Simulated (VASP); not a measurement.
# Zr (Pm-3m) in VASP: notebook, part 2 of 2

VASP 6.6.1.

### 4 Relaxation of cell and atoms, LDA, target pressure 15 GPa, at which the enthalpy is minimised

Input file INCAR:

```
PREC = Accurate
ENCUT = 600
EDIFF = 1E-6
ISMEAR = -1
SIGMA = 0.1
LREAL = False
LASPH = True
NELM = 60
ALGO = Normal
ISIF = 3
LWAVE = False
LCHARG = False
GGA = CA
IBRION = 2
NSW = 32
EDIFFG = -0.005
PSTRESS = 150.0
```

Input file KPOINTS:

```
regular mesh
0
Gamma
  14 14 14
```

Input file POSCAR:

```
Zr
1.0
    2.7049763956      0.0000000000      0.0000000000
    0.0000000000      2.7049763956      0.0000000000
    0.0000000000      0.0000000000      2.7049763956
Zr
1
Direct
    0.0000000000      0.0000000000      0.0000000000
```

Potentials or basis: VASP PAW LDA potentials, release 64 (Zr_sv).

The run is started by

```
> cat potpaw_LDA.64/Zr_sv/POTCAR > POTCAR
> mpirun -np 1 vasp_std > vasp.out
```

OUTCAR:

```text
PREC = Accurate
   ENCUT = 600
   EDIFF = 1E-6
   ISMEAR = -1
   LREAL = False
   LASPH = True
   NELM = 60
   ISIF = 3
   GGA = CA
   IBRION = 2
   NSW = 32
   EDIFFG = -0.005
   PSTRESS = 150.0

 ion  position               nearest neighbor table
   1  0.000  0.000  0.000-

  LATTYP: Found a simple cubic cell.
 ALAT       =     2.7049763956

  Lattice vectors:

 A1 = (   2.7049763956,   0.0000000000,   0.0000000000)
 A2 = (   0.0000000000,   2.7049763956,   0.0000000000)
 A3 = (   0.0000000000,   0.0000000000,   2.7049763956)

Analysis of symmetry for initial positions (statically):
=====================================================================
 Subroutine PRICEL returns:
 Original cell was already a primitive cell.

 Routine SETGRP: Setting up the symmetry group for a
 simple cubic supercell.

 Subroutine GETGRP returns: Found 48 space group operations
[... 9 lines left out ...]

 Routine SETGRP: Setting up the symmetry group for a
 simple cubic supercell.

 Subroutine GETGRP returns: Found 48 space group operations
[... 11 lines left out ...]
                                     Primitive cell

  volume of cell :      19.7920

  direct lattice vectors                    reciprocal lattice vectors
     2.704976396  0.000000000  0.000000000     0.369688993  0.000000000  0.000000000
     0.000000000  2.704976396  0.000000000     0.000000000  0.369688993  0.000000000
     0.000000000  0.000000000  2.704976396     0.000000000  0.000000000  0.369688993

  length of vectors
     2.704976396  2.704976396  2.704976396     0.369688993  0.369688993  0.369688993

  position of ions in fractional coordinates (direct lattice)
     0.000000000  0.000000000  0.000000000

  ion indices of the primitive-cell ions
   primitive index   ion index
                 1           1

[... 93 lines left out ...]
  Fermi-wavevector in a.u.,A,eV,Ry     =   1.385602  2.618408 26.121721  1.919892
  Thomas-Fermi vector in A             =   2.509996
   LORBIT       =      0    0 simple, 1 ext, 2 COOP (PROOUT), +10 PAW based schemes
   GGA     = CA    functional components
   LHFCALC =     F    Hartree Fock is set to
   AEXX    =    0.0000 exact exchange contribution
   IVDW    =     0    specifies the selected vdW correction
   LEPSILON=     F    determine dielectric tensor
   LRPA    =     F    only Hartree local field effects (RPA)
 conjugate gradient relaxation of ions
 non-spin polarized calculation
  energy-cutoff  :      600.00
  volume of cell :       19.79
 maximum number of plane-waves:       691
 NGX is ok and might be reduce to    24
   NGX = 11   NGY = 11   NGZ = 11

--------------------------------------- Ionic step        1  -------------------------------------------

 number of electron      12.0000000 magnetization

 Free energy of the ion-electron system (eV)
  ---------------------------------------------------
  ext. energy  EPLUGINS =         0.00000000
  ---------------------------------------------------
  free energy    TOTEN  =        -8.35431696 eV

  energy without entropy =       -8.30735430  energy(sigma->0) =       -8.33083563

------------------------ aborting loop because EDIFF is reached ----------------------------------------

  FORCE on cell =-STRESS in cart. coord.  units (eV):
  Direction    XX          YY          ZZ          XY          YZ          ZX
  --------------------------------------------------------------------------------------
  -------------------------------------------------------------------------------------
  Total        1.8798249      1.8798249      1.8798249      0.0000000      0.0000000      0.0000000
  in kB      152.1729800    152.1729800    152.1729800      0.0000000      0.0000000      0.0000000
  external PRESSURE =       2.1729800 kB  Pullay stress =     150.0000000 kB
[... 61 lines left out ...]
--------------------------------------- Ionic step        3  -------------------------------------------

 number of electron      12.0000000 magnetization

 Free energy of the ion-electron system (eV)
  ---------------------------------------------------
  ext. energy  EPLUGINS =         0.00000000
  ---------------------------------------------------
  free energy    TOTEN  =        -8.35751840 eV

  energy without entropy =       -8.31052642  energy(sigma->0) =       -8.33402241

 E-fermi :  10.3466     XC(G=0): -11.9408

 val. band max:       10.3267060479   @ k =   0.4286   0.1429   0.1429
 cond. band min:      10.3472804157   @ k =   0.5000   0.2143   0.1429
 fundamental gap:      0.0205743678
 Fermi energy:        10.3465984305

 k-point     1 :       0.0000    0.0000    0.0000
  band No.  band energies     occupation
      1     -37.9094      2.00000
      2     -14.9423      2.00000
      3     -14.9423      2.00000
      4     -14.9423      2.00000
      5       5.0847      2.00000
      6       8.0192      2.00000
      7       8.0192      2.00000
      8      17.3786      0.00000
      9      17.3786      0.00000
     10      17.3786      0.00000
[... 287 lines left out ...]
 k-point    24 :       0.3571    0.2143    0.0000
  band No.  band energies     occupation
      1     -37.5355      2.00000
      2     -16.6499      2.00000
      3     -15.6414      2.00000
      4     -14.6876      2.00000
      5       8.1642      2.00000
      6       9.3605      1.99990
      7      11.4438      0.00003
      8      14.0961      0.00000
      9      14.1924      0.00000
     10      15.9478      0.00000

 [... further k-points ...]
[... 5 lines left out ...]
  --------------------------------------------------------------------------------------
  -------------------------------------------------------------------------------------
  Total        1.8556423      1.8556423      1.8556423      0.0000000     -0.0000000      0.0000000
  in kB      149.9582608    149.9582608    149.9582608      0.0000000     -0.0000000      0.0000000
  external PRESSURE =      -0.0417392 kB  Pullay stress =     150.0000000 kB
[... 20 lines left out ...]
  energy  without entropy=       -8.3105264205  energy(sigma->0) =       -8.33402241

  enthalpy is  TOTEN    =        -6.5013596447 eV   P V=        1.8561587536

 reached required accuracy - stopping structural energy minimisation
```

CONTCAR:

```text
Zr
   1.00000000000000
     2.7065214938316799   -0.0000000000000000    0.0000000000000000
     0.0000000000000000    2.7065214938316799    0.0000000000000000
    -0.0000000000000000    0.0000000000000000    2.7065214938316804
  Zr
     1
Direct
     0.0000000000000000    0.0000000000000000    0.0000000000000000

  0.00000000E+00  0.00000000E+00  0.00000000E+00
```

It took 14 s on 1 thread of Intel Xeon 6975P-C (Granite Rapids), shared host; peak memory 0.15 GiB.

Results:

```
Free energy                                            : -8.3575 eV
Relaxed volume                                         : 19.83 Å³/atom
Relaxed cell                                           : a = 2.707 Å, b = 2.707 Å, c = 2.707 Å, α = 90.00°, β = 90.00°, γ = 90.00°
Space group after relaxing (to 0.05 Å)                 : Pm-3m (No. 221)
Energy change on relaxing (the enthalpy is what falls) : -3.2 meV/atom
Ionic steps                                            : 3
Pressure after relaxing                                : 15.0 GPa
Band gap on the k mesh                                 : zero (band 6 reaches 11.43 eV, above the bottom of band 7 at 8.02 eV)
```

The path:
```
step  energy change (eV)  largest force (eV/Å)  pressure (GPa)  volume (Å³)
   1              0.0000                0.0000           15.22        19.79
   2             -0.0072                0.0000           14.73        19.87
   3             -0.0032                0.0000           15.00        19.83
```

Final structure:
```
Zr
1.0
     2.70652    0.00000    0.00000
     0.00000    2.70652    0.00000
     0.00000    0.00000    2.70652
Zr
1
Direct
  0.00000 0.00000 0.00000
```

Caveat: the cell is relaxed towards a set pressure, so the enthalpy falls and the energy may rise.

### 5 Relaxation of cell and atoms, LDA, target pressure 15 GPa, at which the enthalpy is minimised

This run uses another cell than the first one, of 20.46 Å³/atom, 1.034 times its volume.

Input file INCAR:

```
SYSTEM = Zr
PREC = Accurate
ENCUT = 600
EDIFF = 1E-6
ISMEAR = -1
SIGMA = 0.1
LREAL = .FALSE.
LASPH = .TRUE.
NELM = 80
ALGO = Normal
ISIF = 3
LWAVE = .FALSE.
LCHARG = .FALSE.
GGA = CA
IBRION = 2
NSW = 60
EDIFFG = -0.005
PSTRESS = 150.0
```

Input file KPOINTS:

```
regular mesh
0
G
  14 14 14
  0 0 0
```

Input file POSCAR:

```
Zr
1.0
    2.7351250160      0.0000000000      0.0000000000
    0.0000000000      2.7351250160      0.0000000000
    0.0000000000      0.0000000000      2.7351250160
Zr
1
Direct
    0.0000000000      0.0000000000      0.0000000000
```

The run is started by

```
> cat potpaw_LDA.64/Zr_sv/POTCAR > POTCAR
> mpirun -np 1 vasp_std > vasp.out
```

Wall time 19 s (1 thread of Intel Xeon 6975P-C (Granite Rapids), shared host); peak memory 0.15 GiB.

It converged, with:

- Free energy: -8.3575 eV
- Relaxed volume: 19.82 Å³/atom
- Relaxed cell: a = 2.706 Å, b = 2.706 Å, c = 2.706 Å, α = 90.00°, β = 90.00°, γ = 90.00°
- Space group after relaxing (to 0.05 Å): Pm-3m (No. 221)
- Energy change on relaxing (the enthalpy is what falls): +51.8 meV/atom
- Ionic steps: 4
- Pressure after relaxing: 15.0 GPa
- Band gap on the k mesh: zero (band 6 reaches 11.43 eV, above the bottom of band 7 at 8.02 eV)

The path:
```
step  energy change (eV)  largest force (eV/Å)  pressure (GPa)  volume (Å³)
   1              0.0000                0.0000           11.03        20.46
   2              0.1445                0.0000           21.09        19.00
   3              0.0506                0.0000           14.96        19.84
   4              0.0518                0.0000           15.03        19.82
```

Final structure:
```yaml
crystal:
  lattice:
    - [2.70638, 0.00000, 0.00000]
    - [0.00000, 2.70638, 0.00000]
    - [0.00000, 0.00000, 2.70638]
  atoms:
    - { symbol: Zr, position: [0.00000, 0.00000, 0.00000] }
```

Levels at points of the mesh, in eV from the Fermi level:
```
           k point  band 3  band 4  band 5  band 6  band 7  band 8  band 9  band 10
(0.00, 0.00, 0.00)  -25.29  -25.29   -5.26   -2.33   -2.33    7.03    7.03     7.03
(0.50, 0.00, 0.00)  -25.07  -25.07   -1.94   -1.23    1.04    2.89    2.89     7.49
(0.50, 0.50, 0.00)  -27.14  -24.87   -4.18   -0.19    3.78    3.78    6.47     6.47
(0.50, 0.50, 0.50)  -26.82  -26.82   -2.30   -2.30   -2.30    6.53   10.07    10.07
```

Caveat: the cell is relaxed towards a set pressure, so the enthalpy falls and the energy may rise.

### 6 The runs side by side

```tsv
task	cell	cutoff (eV)	gap on the mesh (eV)	pressure (GPa)
single point	a = 2.705 Å, 1 atom	520	none	15.2
relaxation of cell and atoms	relaxed to 15 GPa from a = 2.705 Å, 1 atom	600	none	15.0
relaxation of cell and atoms	relaxed to 15 GPa from a = 2.735 Å, 1 atom	600	none	15.0
```

Alike in all rows: level LDA; potentials or basis VASP PAW LDA potentials, release 64 (Zr_sv); no spin polarisation; k mesh 14 × 14 × 14; smearing fermi-dirac 0.1 eV.

Caveats: the cell is relaxed towards a set pressure, so the enthalpy falls and the energy may rise (some runs).

Total energies depend on the potentials used, so only differences within one code and one set of settings carry meaning.
